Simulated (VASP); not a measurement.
# In (Fm-3m) in VASP: further runs

The runs below take In through single point, with LDA.

All numbers are computed with VASP 6.6.1; they aren't measurements. Logs are shortened: lines on timing, memory, paths and dates and some standing lists are left out, and cuts for length are marked.

### Step 1. The cell of the first run

The structure is cubic, space group Fm-3m (No. 225). The conventional cell has a = 4.675 Å, b = 4.675 Å, c = 4.675 Å, α = 90.00°, β = 90.00°, γ = 90.00°. In (site symmetry m-3m) has 12 In at 3.31 Å within 4.3 Å.

### Step 2. Single point, LDA (volume scaled by 1.04)

INCAR

```
ALGO = Normal
EDIFF = 1E-6
ENCUT = 520
ISIF = 2
ISMEAR = -1
LASPH = True
LCHARG = False
LREAL = False
LWAVE = False
NBANDS = 12
NELM = 100
PREC = Accurate
SIGMA = 0.1
```

KPOINTS

```
k-points
0
Gamma
  13 13 13
```

POSCAR

```
In
1.0
    0.0000000000      2.3376604972      2.3376604972
    2.3376604972      0.0000000000      2.3376604972
    2.3376604972      2.3376604972      0.0000000000
In
1
Direct
    0.0000000000      0.0000000000      0.0000000000
```

Potentials or basis: VASP PAW LDA potentials, release 64 (In_d).

Run with:

```console
cat potpaw_LDA.64/In_d/POTCAR > POTCAR
mpirun -np 1 vasp_std > vasp.out
```

OUTCAR:

```text
EDIFF = 1E-6
   ENCUT = 520
   ISIF = 2
   ISMEAR = -1
   LASPH = True
   LREAL = False
   NELM = 100
   PREC = Accurate

 ion  position               nearest neighbor table
   1  0.000  0.000  0.000-

  LATTYP: Found a face centered cubic cell.
 ALAT       =     4.6753209944

  Lattice vectors:

 A1 = (   0.0000000000,   2.3376604972,   2.3376604972)
 A2 = (   2.3376604972,   0.0000000000,   2.3376604972)
 A3 = (   2.3376604972,   2.3376604972,   0.0000000000)

Analysis of symmetry for initial positions (statically):
=====================================================================
 Subroutine PRICEL returns:
 Original cell was already a primitive cell.

 Routine SETGRP: Setting up the symmetry group for a
 face centered cubic supercell.

 Subroutine GETGRP returns: Found 48 space group operations
 (whereof 48 operations were pure point group operations)
 out of a pool of 48 trial point group operations.

The static configuration has the point symmetry O_h .

Analysis of symmetry for dynamics (positions and initial velocities):
=====================================================================
 Subroutine PRICEL returns:
 Original cell was already a primitive cell.

 Routine SETGRP: Setting up the symmetry group for a
 face centered cubic supercell.

 Subroutine GETGRP returns: Found 48 space group operations
 (whereof 48 operations were pure point group operations)
 out of a pool of 48 trial point group operations.

The dynamic configuration has the point symmetry O_h .

 Subroutine INISYM returns: Found 48 space group operations
 (whereof 48 operations are pure point group operations),
 and found     1 'primitive' translations

----------------------------------------------------------------------------------------

                                     Primitive cell

  volume of cell :      25.5490

  direct lattice vectors                    reciprocal lattice vectors
     0.000000000  2.337660497  2.337660497    -0.213889057  0.213889057  0.213889057
     2.337660497  0.000000000  2.337660497     0.213889057 -0.213889057  0.213889057
     2.337660497  2.337660497  0.000000000     0.213889057  0.213889057 -0.213889057

  length of vectors
     3.305951179  3.305951179  3.305951179     0.370466714  0.370466714  0.370466714

  position of ions in fractional coordinates (direct lattice)
     0.000000000  0.000000000  0.000000000

  ion indices of the primitive-cell ions
   primitive index   ion index
                 1           1

----------------------------------------------------------------------------------------

 KPOINTS: k-points

Automatic generation of k-mesh.
 Grid dimensions read from file:
 generate k-points for:   13   13   13

 Generating k-lattice:

  Cartesian coordinates                     Fractional coordinates (reciprocal lattice)
    -0.016453004  0.016453004  0.016453004     0.076923077  0.000000000  0.000000000
     0.016453004 -0.016453004  0.016453004     0.000000000  0.076923077  0.000000000
     0.016453004  0.016453004 -0.016453004     0.000000000  0.000000000  0.076923077

  Length of vectors
     0.028497440  0.028497440  0.028497440

  Shift w.r.t. Gamma in fractional coordinates (k-lattice)
     0.000000000  0.000000000  0.000000000

 Subroutine IBZKPT returns following result:
 ===========================================

 Found     84 irreducible k-points:

 Following reciprocal coordinates:
            Coordinates               Weight
  0.000000  0.000000  0.000000      1.000000
  0.076923  0.000000  0.000000      8.000000
  0.153846  0.000000  0.000000      8.000000
  0.230769  0.000000  0.000000      8.000000
  0.307692  0.000000  0.000000      8.000000
  0.384615  0.000000  0.000000      8.000000
[... 16 lines left out ...]
  0.384615  0.153846  0.000000     24.000000
  0.461538  0.153846  0.000000     24.000000
 [... further k-points ...]
   k-points           NKPTS =     84   k-points in BZ     NKDIM =     84   number of bands    NBANDS=     12
   number of dos      NEDOS =    301   number of ions     NIONS =      1
   total plane-waves  NPLWV =  21952
   dimension x,y,z NGX =    28 NGY =   28 NGZ =   28
   dimension x,y,z NGXF=    56 NGYF=   56 NGZF=   56
   ions per type =               1
   NGX,Y,Z   is equivalent  to a cutoff of  14.08, 14.08, 14.08 a.u.
   NGXF,Y,Z  is equivalent  to a cutoff of  28.16, 28.16, 28.16 a.u.
 SYSTEM =  unknown system
   PREC   = accura    normal or accurate (medium, high low for compatibility)
   ISTART =      0    job   : 0-new  1-cont  2-samecut
   ICHARG =      2    charge: 1-file 2-atom 10-const
   ISPIN  =      1    spin polarized calculation?
   LNONCOLLINEAR =      F non collinear calculations
   LSORBIT =      F    spin-orbit coupling
   LASPH  =      T    aspherical Exc in radial PAW
   ENCUT  =  520.0 eV  38.22 Ry    6.18 a.u.   6.15  6.15  6.15*2*pi/ulx,y,z
   NELM   =    100;   NELMIN=  2; NELMDL= -5     # of ELM steps
   EDIFF  = 0.1E-05   stopping-criterion for ELM
   LREAL  =      F    real-space projection
   EDIFFG = 0.1E-04   stopping-criterion for IOM
   NSW    =      0    number of steps for IOM
   IBRION =     -1    ionic relax: 0-MD 1-quasi-New 2-CG
   NFREE  =      0    steps in history (QN), initial steepest desc. (CG)
   ISIF   =      2    stress and relaxation
   ISYM   =      2    0-nonsym 1-usesym 2-fastsym
   POTIM  = 0.5000    time-step for ionic-motion
   TEBEG  =    0.0;   TEEND  =   0.0 temperature during run
   PSTRESS=    0.0 pullay stress
   NELECT =      13.0000    total number of electrons
   NUPDOWN=      -1.0000    fix difference up-down
   EMIN   =  10.00;   EMAX   =-10.00  energy-range for DOS
   EFERMI =   0.00;   METHOD = LEGACY
   ISMEAR =    -1;   SIGMA  =   0.10  broadening in eV -4-tet -1-fermi 0-gaus
   EFERMI_NEDOS =   21; number of points for ismear=-14 and -15
   IALGO  =     38    algorithm
   IMIX   =      4    mixing-type and parameters
     AMIX     =   0.40;   BMIX     =  1.00
     AMIX_MAG =   1.60;   BMIX_MAG =  1.00
  volume/ion in A,a.u.               =      25.55       172.41
  Fermi-wavevector in a.u.,A,eV,Ry     =   1.306967  2.469809 23.240953  1.708162
  Thomas-Fermi vector in A             =   2.437733
   LORBIT       =      0    0 simple, 1 ext, 2 COOP (PROOUT), +10 PAW based schemes
   GGA     = CA    functional components
   LHFCALC =     F    Hartree Fock is set to
   AEXX    =    0.0000 exact exchange contribution
   IVDW    =     0    specifies the selected vdW correction
   LEPSILON=     F    determine dielectric tensor
   LRPA    =     F    only Hartree local field effects (RPA)
 non-spin polarized calculation
  energy-cutoff  :      520.00
  volume of cell :       25.55
 maximum number of plane-waves:       701
 NGX is ok and might be reduce to    28
   NGX = 13   NGY = 13   NGZ = 13

 number of electron      13.0000002 magnetization

 Free energy of the ion-electron system (eV)
  ---------------------------------------------------
  ext. energy  EPLUGINS =         0.00000000
  ---------------------------------------------------
  free energy    TOTEN  =        -3.21851593 eV

  energy without entropy =       -3.20476321  energy(sigma->0) =       -3.21163957

 E-fermi :   7.5308     XC(G=0): -10.6405

 val. band max:        7.5245628843   @ k =   0.4615   0.2308   0.0000
 cond. band min:       7.6171841009   @ k =  -0.3077   0.2308   0.0000
 fundamental gap:      0.0926212166
 Fermi energy:         7.5308042253

 k-point     1 :       0.0000    0.0000    0.0000
  band No.  band energies     occupation
      1      -7.0852      2.00000
      2      -7.0852      2.00000
      3      -7.0852      2.00000
      4      -6.8984      2.00000
      5      -6.8984      2.00000
      6      -2.2391      2.00000
      7      18.1596      0.00000
      8      18.1596      0.00000
      9      18.1596      0.00000
     10      19.1656      0.00000
     11      21.7361      0.00000
     12      21.7361      0.00000

 k-point     2 :       0.0769    0.0000    0.0000
  band No.  band energies     occupation
      1      -7.0871      2.00000
      2      -7.0742      2.00000
      3      -7.0742      2.00000
      4      -6.8996      2.00000
      5      -6.8996      2.00000
      6      -2.1073      2.00000
      7      16.5838      0.00000
      8      17.9315      0.00000
      9      17.9315      0.00000
     10      18.9932      0.00000
     11      22.1306      0.00000
     12      22.1306      0.00000

 k-point     3 :       0.1538    0.0000    0.0000
  band No.  band energies     occupation
      1      -7.0945      2.00000
      2      -7.0507      2.00000
      3      -7.0507      2.00000
      4      -6.8961      2.00000
      5      -6.8961      2.00000
      6      -1.7080      2.00000
      7      13.9365      0.00000
      8      17.4405      0.00000
      9      17.4405      0.00000
     10      18.9251      0.00000
     11      22.7714      0.00000
     12      23.0483      0.00000
[... 286 lines left out ...]
 k-point    23 :       0.3846    0.1538    0.0000
  band No.  band energies     occupation
      1      -7.1563      2.00000
      2      -7.0447      2.00000
      3      -6.9789      2.00000
      4      -6.8764      2.00000
      5      -6.7519      2.00000
      6       0.7741      2.00000
      7       8.4655      0.00017
      8      14.1903      0.00000
      9      14.2448      0.00000
     10      16.8529      0.00000
     11      21.6087      0.00000
     12      23.5918      0.00000

 k-point    24 :       0.4615    0.1538    0.0000
  band No.  band energies     occupation
      1      -7.1514      2.00000
      2      -7.0579      2.00000
      3      -6.9946      2.00000
      4      -6.8391      2.00000
      5      -6.7269      2.00000
      6       2.0755      2.00000
      7       6.3300      1.99999
      8      13.3887      0.00000
      9      14.2601      0.00000
     10      16.8135      0.00000
     11      22.8188      0.00000
     12      22.8968      0.00000

 [... further k-points ...]
[... 5 lines left out ...]
  --------------------------------------------------------------------------------------
  -------------------------------------------------------------------------------------
  Total       -0.2616237     -0.2616237     -0.2616237     -0.0000000      0.0000000     -0.0000000
  in kB      -16.4064022    -16.4064022    -16.4064022     -0.0000000      0.0000000     -0.0000000
  external PRESSURE =     -16.4064022 kB  Pullay stress =       0.0000000 kB

 VOLUME and BASIS-vectors are now :
 -----------------------------------------------------------------------------
  energy-cutoff  :      520.00
  volume of cell :       25.55
      direct lattice vectors                 reciprocal lattice vectors
     0.000000000  2.337660497  2.337660497    -0.213889057  0.213889057  0.213889057
     2.337660497  0.000000000  2.337660497     0.213889057 -0.213889057  0.213889057
     2.337660497  2.337660497  0.000000000     0.213889057  0.213889057 -0.213889057

 POSITION                                       TOTAL-FORCE (eV/Angst)
 -----------------------------------------------------------------------------------
      0.00000      0.00000      0.00000         0.000000      0.000000      0.000000
 -----------------------------------------------------------------------------------
    total drift:                               -0.000000     -0.000000     -0.000000

  FREE ENERGIE OF THE ION-ELECTRON SYSTEM (eV)
  ---------------------------------------------------
  free  energy   TOTEN  =        -3.2185159327 eV

  energy  without entropy=       -3.2047632076  energy(sigma->0) =       -3.21163957
```

It took 18 s on 1 thread of Intel Xeon Platinum 8259CL at 2.50GHz (Skylake/Cascade Lake), shared host; peak memory 0.15 GiB.

What came out:

```
Free energy : -3.2185 eV
Pressure    : -1.6 GPa
```

Levels at points of the mesh, in eV from the Fermi level:
```tsv
k point	band 3	band 4	band 5	band 6	band 7	band 8	band 9	band 10
(0.00, 0.00, 0.00)	-14.62	-14.43	-14.43	-9.77	10.63	10.63	10.63	11.63
```

Caveat: spin-orbit coupling is left out, which moves the levels of the heavy elements.

### Step 3. Single point, LDA (volume scaled by 1.08)

INCAR

```
ALGO = Normal
EDIFF = 1E-6
ENCUT = 520
ISIF = 2
ISMEAR = -1
LASPH = T
LCHARG = F
LREAL = F
LWAVE = F
NBANDS = 12
NELM = 100
PREC = Accurate
SIGMA = 0.1
```

KPOINTS is that of step 2.

POSCAR

```
In
1.0
    0.0000000000      2.3672542781      2.3672542781
    2.3672542781      0.0000000000      2.3672542781
    2.3672542781      2.3672542781      0.0000000000
In
1
Direct
    0.0000000000      0.0000000000      0.0000000000
```

Potentials or basis: VASP PAW LDA potentials, release 64 (In_d).

Run with:

```console
cat potpaw_LDA.64/In_d/POTCAR > POTCAR
mpirun -np 1 vasp_std > vasp.out
```

Wall time 18 s (1 thread of Intel Xeon Platinum 8259CL at 2.50GHz (Skylake/Cascade Lake), shared host); peak memory 0.15 GiB.

It converged, with:

```
Free energy : -3.2044 eV
Pressure    : -3.1 GPa
```

Levels at points of the mesh, in eV from the Fermi level:
| k point | band 3 | band 4 | band 5 | band 6 | band 7 | band 8 | band 9 | band 10 |
| --- | --- | --- | --- | --- | --- | --- | --- | --- |
| (0.00, 0.00, 0.00) | -14.56 | -14.39 | -14.39 | -9.49 | 10.30 | 10.30 | 10.30 | 11.57 |

Caveat: spin-orbit coupling is left out, which moves the levels of the heavy elements.
